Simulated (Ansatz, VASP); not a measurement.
# GaP in VASP and in Ansatz

```xyz
4
Lattice="1.9430 1.1218 6.4308 -1.9430 1.1218 6.4308 0.0000 -2.2436 6.4308" Properties=species:S:1:pos:R:3 pbc="T T T"
Ga    0.0000    0.0000   10.8930
Ga    0.0000    0.0000    8.3994
P     0.0000    0.0000   18.1853
P     0.0000    0.0000    1.1072
```

Alike in both runs: task single point; functional PBEsol; k mesh 8 × 8 × 8; occupations fermi-dirac, width 0.05 eV; no spin polarisation.

```csv
,VASP,Ansatz
version,VASP 6.6.1,Ansatz 0.2.0
potentials or method,"VASP PAW PBE potentials, release 64 (Ga_d, P)",Ansatz PAW
plane-wave cutoff (eV),520,420
valence electrons in the cell,36,36
```

Ansatz gave:

```
gap on the k mesh at the Fermi level (eV)                     : 0.73
least direct gap on the mesh (eV)                             : 1.03
pressure (GPa)                                                : -2.8
traceless stress, the component that is largest in VASP (GPa) : 0.25
rms of the force components (eV/Å)                            : 0.044
```

**Question.** Which values does VASP return?

**Answer.** gap on the k mesh at the Fermi level (eV): 0.74; least direct gap on the mesh (eV): 1.03; pressure (GPa): -2.9; traceless stress, the component that is largest in VASP (GPa): 0.24; rms of the force components (eV/Å): 0.040.

VASP's potentials were made for PBE, not for PBEsol. Atom by atom the forces differ by 0.006 eV/Å (rms over components). With one functional, cell and mesh, what is left measures potentials, basis and numerics.
